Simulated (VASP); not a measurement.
# MnO (F-43m) in VASP: a series of runs

The runs below take MnO through single point, with PBE.

Program: VASP 6.6.1. These are calculated values, not measurements. Logs are shortened: lines on timing, memory, paths and dates and some standing lists are left out, and cuts for length are marked.

### Step 1. The cell of the first run

It takes space group F-43m (No. 216, cubic). The conventional cell has a = 4.873 Å, b = 4.873 Å, c = 4.873 Å, α = 90.00°, β = 90.00°, γ = 90.00°. Mn (site symmetry -43m) has 4 O at 2.11 Å within 2.8 Å. O (site symmetry -43m) has 4 Mn at 2.11 Å within 2.8 Å.

### Step 2. Single point, PBE, collinear spin, ferromagnetic start

INCAR reads:

```
PREC = Accurate
ENCUT = 520
EDIFF = 1E-6
ISMEAR = -1
SIGMA = 0.05
LREAL = False
LASPH = True
NELM = 150
ALGO = Normal
ISIF = 2
LWAVE = False
LCHARG = False
ISPIN = 2
MAGMOM = 4 0
LORBIT = 11
LMAXMIX = 4
GGA = PE
NBANDS = 20
```

KPOINTS reads:

```
regular mesh
0
Gamma
  9 9 9
```

POSCAR reads:

```
MnO
1.0
    0.0000000000      2.4365134300      2.4365134300
    2.4365134300      0.0000000000      2.4365134300
    2.4365134300      2.4365134300      0.0000000000
Mn O
1 1
Direct
    0.0000000000      0.0000000000      0.0000000000
    0.2500000000      0.2500000000      0.2500000000
```

Potentials or basis: VASP PAW PBE potentials, release 64 (Mn_pv, O).

Started as:

```console
cat potpaw_PBE.64/Mn_pv/POTCAR potpaw_PBE.64/O/POTCAR > POTCAR
mpirun -np 1 vasp_std > vasp.out
```

OUTCAR:

```text
PREC = Accurate
   ENCUT = 520
   EDIFF = 1E-6
   ISMEAR = -1
   LREAL = False
   LASPH = True
   NELM = 150
   ISIF = 2
   ISPIN = 2
   LORBIT = 11
   GGA = PE

 ion  position               nearest neighbor table
   1  0.000  0.000  0.000-   2 2.11   2 2.11   2 2.11   2 2.11
   2  0.250  0.250  0.250-   1 2.11   1 2.11   1 2.11   1 2.11

  LATTYP: Found a face centered cubic cell.
 ALAT       =     4.8730268600

  Lattice vectors:

 A1 = (   0.0000000000,   2.4365134300,   2.4365134300)
 A2 = (   2.4365134300,   0.0000000000,   2.4365134300)
 A3 = (   2.4365134300,   2.4365134300,   0.0000000000)

Analysis of symmetry for initial positions (statically):
=====================================================================
 Subroutine PRICEL returns:
 Original cell was already a primitive cell.

 Routine SETGRP: Setting up the symmetry group for a
 face centered cubic supercell.

 Subroutine GETGRP returns: Found 24 space group operations
 (whereof 24 operations were pure point group operations)
 out of a pool of 48 trial point group operations.

The static configuration has the point symmetry T_d .

Analysis of symmetry for dynamics (positions and initial velocities):
=====================================================================
 Subroutine PRICEL returns:
 Original cell was already a primitive cell.

 Routine SETGRP: Setting up the symmetry group for a
 face centered cubic supercell.

 Subroutine GETGRP returns: Found 24 space group operations
 (whereof 24 operations were pure point group operations)
 out of a pool of 48 trial point group operations.

The dynamic configuration has the point symmetry T_d .

Analysis of structural, dynamic, and magnetic symmetry:
=====================================================================
 Subroutine PRICEL returns:
 Original cell was already a primitive cell.

 Routine SETGRP: Setting up the symmetry group for a
 face centered cubic supercell.

 Subroutine GETGRP returns: Found 24 space group operations
 (whereof 24 operations were pure point group operations)
 out of a pool of 48 trial point group operations.

The overall configuration has the point symmetry T_d .

 Subroutine INISYM returns: Found 24 space group operations
 (whereof 24 operations are pure point group operations),
 and found     1 'primitive' translations

----------------------------------------------------------------------------------------

                                     Primitive cell

[... 106 lines left out ...]
   EFERMI_NEDOS =   21; number of points for ismear=-14 and -15
   IALGO  =     38    algorithm
   IMIX   =      4    mixing-type and parameters
     AMIX     =   0.40;   BMIX     =  1.00
     AMIX_MAG =   1.60;   BMIX_MAG =  1.00
  volume/ion in A,a.u.               =      14.46        97.61
  Fermi-wavevector in a.u.,A,eV,Ry     =   1.423029  2.689136 27.551972  2.025013
  Thomas-Fermi vector in A             =   2.543670
   LORBIT       =     11    0 simple, 1 ext, 2 COOP (PROOUT), +10 PAW based schemes
   GGA     = PE    functional components
   LHFCALC =     F    Hartree Fock is set to
   AEXX    =    0.0000 exact exchange contribution
   IVDW    =     0    specifies the selected vdW correction
   LEPSILON=     F    determine dielectric tensor
   LRPA    =     F    only Hartree local field effects (RPA)
 spin polarized calculation
  energy-cutoff  :      520.00
  volume of cell :       28.93
 maximum number of plane-waves:       793
 NGX is ok and might be reduce to    28
   NGX = 13   NGY = 13   NGZ = 13

 number of electron      19.0000008 magnetization       4.9986264

 Free energy of the ion-electron system (eV)
  ---------------------------------------------------
  ext. energy  EPLUGINS =         0.00000000
  ---------------------------------------------------
  free energy    TOTEN  =       -16.39898189 eV

  energy without entropy =      -16.39724723  energy(sigma->0) =      -16.39811456

 E-fermi :   4.7831     XC(G=0): -10.1459

 val. band max:        4.7770106334   @ k =   0.1111   0.0000   0.0000
 cond. band min:       4.8030298976   @ k =   0.0000   0.0000   0.0000
 fundamental gap:      0.0260192641
 Fermi energy:         4.7830620408

 spin component 1

 k-point     1 :       0.0000    0.0000    0.0000
  band No.  band energies     occupation
      1     -45.6344      1.00000
      2     -45.6344      1.00000
      3     -45.6344      1.00000
      4     -14.4029      1.00000
      5      -0.8364      1.00000
      6      -0.8364      1.00000
[... 541 lines left out ...]
     19      25.8799      0.00000
     20      28.9137      0.00000

 [... further k-points ...]

 spin component 2

 k-point     1 :       0.0000    0.0000    0.0000
  band No.  band energies     occupation
      1     -40.8683      1.00000
      2     -40.8682      1.00000
      3     -40.8682      1.00000
      4     -13.9974      1.00000
      5       0.4710      1.00000
      6       0.4710      1.00000
[... 541 lines left out ...]
     19      26.4453      0.00000
     20      29.8165      0.00000

 [... further k-points ...]
[... 5 lines left out ...]
  --------------------------------------------------------------------------------------
  -------------------------------------------------------------------------------------
  Total       -0.8142269     -0.8142269     -0.8142269      0.0000000      0.0000000     -0.0000000
  in kB      -45.0940875    -45.0940875    -45.0940875      0.0000000      0.0000000     -0.0000000
  external PRESSURE =     -45.0940875 kB  Pullay stress =       0.0000000 kB

 VOLUME and BASIS-vectors are now :
 -----------------------------------------------------------------------------
  energy-cutoff  :      520.00
  volume of cell :       28.93
      direct lattice vectors                 reciprocal lattice vectors
     0.000000000  2.436513430  2.436513430    -0.205211264  0.205211264  0.205211264
     2.436513430  0.000000000  2.436513430     0.205211264 -0.205211264  0.205211264
     2.436513430  2.436513430  0.000000000     0.205211264  0.205211264 -0.205211264

 POSITION                                       TOTAL-FORCE (eV/Angst)
 -----------------------------------------------------------------------------------
      0.00000      0.00000      0.00000         0.000000      0.000000      0.000000
      1.21826      1.21826      1.21826        -0.000000     -0.000000     -0.000000
 -----------------------------------------------------------------------------------
    total drift:                               -0.000000     -0.000000     -0.000000

  FREE ENERGIE OF THE ION-ELECTRON SYSTEM (eV)
  ---------------------------------------------------
  free  energy   TOTEN  =       -16.3989818928 eV

  energy  without entropy=      -16.3972472306  energy(sigma->0) =      -16.39811456

 total charge

# of ion       s       p       d       tot
------------------------------------------
    1        0.223   6.193   4.917  11.333
    2        1.554   3.420   0.000   4.974
--------------------------------------------------
tot          1.777   9.612   4.917  16.307

 magnetization (x)

# of ion       s       p       d       tot
------------------------------------------
    1        0.037   0.053   4.350   4.441
    2        0.018   0.162   0.000   0.181
--------------------------------------------------
tot          0.055   0.216   4.350   4.621
```

OSZICAR:

```text
N       E                     dE             d eps       ncg     rms          rms(c)
DAV:   1     0.174667276637E+03    0.17467E+03   -0.10424E+04  2808   0.105E+03
DAV:   2    -0.933234861155E+01   -0.18400E+03   -0.17178E+03  2864   0.317E+02
DAV:   3    -0.190941914724E+02   -0.97618E+01   -0.96403E+01  3156   0.794E+01
DAV:   4    -0.191821636219E+02   -0.87972E-01   -0.87954E-01  3156   0.794E+00
DAV:   5    -0.191832027880E+02   -0.10392E-02   -0.10392E-02  3144   0.855E-01    0.146E+01
DAV:   6    -0.168502788020E+02    0.23329E+01   -0.13811E+01  3720   0.377E+01    0.144E+01
DAV:   7    -0.164151343096E+02    0.43514E+00   -0.18956E+00  3060   0.198E+01    0.811E+00
DAV:   8    -0.164129909765E+02    0.21433E-02   -0.21346E-01  3100   0.314E+00    0.452E+00
DAV:   9    -0.163980484242E+02    0.14943E-01   -0.52982E-02  2908   0.217E+00    0.804E-01
DAV:  10    -0.163984004955E+02   -0.35207E-03   -0.92730E-03  2952   0.918E-01    0.224E-01
DAV:  11    -0.163988150555E+02   -0.41456E-03   -0.17975E-03  3108   0.358E-01    0.107E-01
DAV:  12    -0.163989215165E+02   -0.10646E-03   -0.77648E-05  3160   0.102E-01    0.424E-02
DAV:  13    -0.163989659379E+02   -0.44421E-04   -0.39615E-05  3100   0.489E-02    0.367E-02
DAV:  14    -0.163989820312E+02   -0.16093E-04   -0.12645E-05  3124   0.234E-02    0.100E-02
DAV:  15    -0.163989818928E+02    0.13839E-06   -0.94754E-07  2652   0.843E-03
   1 F= -.16398982E+02 E0= -.16398115E+02  d E =-.173466E-02  mag=     4.9988
```

stdout:

```text
POSCAR found type information on POSCAR MnO
 POSCAR found :  2 types and       2 ions
 scaLAPACK will be used
 LDA part: xc-table for (Slater+PW92), standard interpolation
 POSCAR, INCAR and KPOINTS ok, starting setup
 FFT: planning ... GRIDC
 FFT: planning ... GRID_SOFT
 FFT: planning ... GRID
 WAVECAR not read
 entering main loop
```

Run time: 67 s. Hardware: 1 thread of AMD EPYC 7R43 (Zen 3), shared host; peak memory 0.15 GiB.

Results:

```yaml
Free_energy: -16.3990 eV
Pressure: -4.5 GPa
Band_gap_on_the_k_mesh: zero (filled and empty bands touch)
Net_moment: 5.00 μB per cell
Site_moments: Mn +4.44; O +0.18 μB
Valence_electrons_inside_the_program's_atomic_spheres: Mn 11.33; O 4.97
```

Levels at points of the mesh, in eV from the Fermi level:
Spin up:
```
           k point  band 8  band 9  band 10  band 11  band 12  band 13  band 14  band 15  band 16  band 17
(0.00, 0.00, 0.00)   -2.69   -2.69    -1.37    -0.01    -0.01    -0.01    11.76    11.76    11.76    16.69
```
Spin down:
```
           k point  band 4  band 5  band 6  band 7  band 8  band 9  band 10  band 11
(0.00, 0.00, 0.00)  -18.78   -4.31   -4.31   -4.31    0.02    1.64     1.64     3.36
```

Caveat: a cell with one magnetic atom can't hold antiferromagnetic order, which such compounds often take; semilocal functionals often make such compounds metallic where correlation or magnetic order opens a gap, which also shifts bond lengths.

(Continued in part 2 of 2.)
